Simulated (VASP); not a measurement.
Here is a VASP 6.6.1 calculation.

File POSCAR:

```
HfO2
1.0
    0.0000000000      2.6853750000      2.4935625000
    2.6853750000      0.0000000000      2.4935625000
    2.6853750000      2.6853750000      0.0000000000
Hf O
1 2
Direct
    0.0000000000      0.0000000000      0.0000000000
    0.2500000000      0.2500000000      0.2500000000
    0.7500000000      0.7500000000      0.7500000000
```

File INCAR.step1:

```
PREC = Accurate
ENCUT = 520
ISMEAR = 0
SIGMA = 0.05
LREAL = F
LASPH = T
NELM = 100
NBANDS = 18
GGA = PE
ALGO = Normal
EDIFF = 1E-4
LWAVE = T
LCHARG = F
```

Contents of INCAR.step2:

```
PREC = Accurate
ENCUT = 520
EDIFF = 1E-7
ISMEAR = 0
SIGMA = 0.05
LREAL = F
LASPH = T
NELM = 100
ALGO = Normal
ISIF = 2
LWAVE = F
LCHARG = T
METAGGA = R2SCAN
LMIXTAU = T
LELF = T
LVHAR = T
NBANDS = 18
ISTART = 1
```

The input KPOINTS:

```
Automatic mesh
0
Gamma
  8 8 8
```

Potentials or basis: VASP PAW PBE potentials, release 64 (Hf_pv, O).

Run with:

```bash
$ cat potpaw_PBE.64/Hf_pv/POTCAR potpaw_PBE.64/O/POTCAR > POTCAR
$ cp INCAR.step1 INCAR
$ mpirun -np 1 vasp_std > vasp.out
$ cp INCAR.step2 INCAR
$ mpirun -np 1 vasp_std > vasp.out
```

(1) What does it give for the band gap on the k mesh?

(2) Estimate the pressure.

## Answers

(1) 3.22 eV, indirect (least direct gap 3.35 eV).

(2) -25.6 GPa.

Caveat: the cell differs from its parent crystal (strain +0.050 along x and y, -0.025 along z); the PAW data sets were made with another functional, which shifts forces and pressure a little; spin-orbit coupling is left out, which moves the levels of the heavy elements.
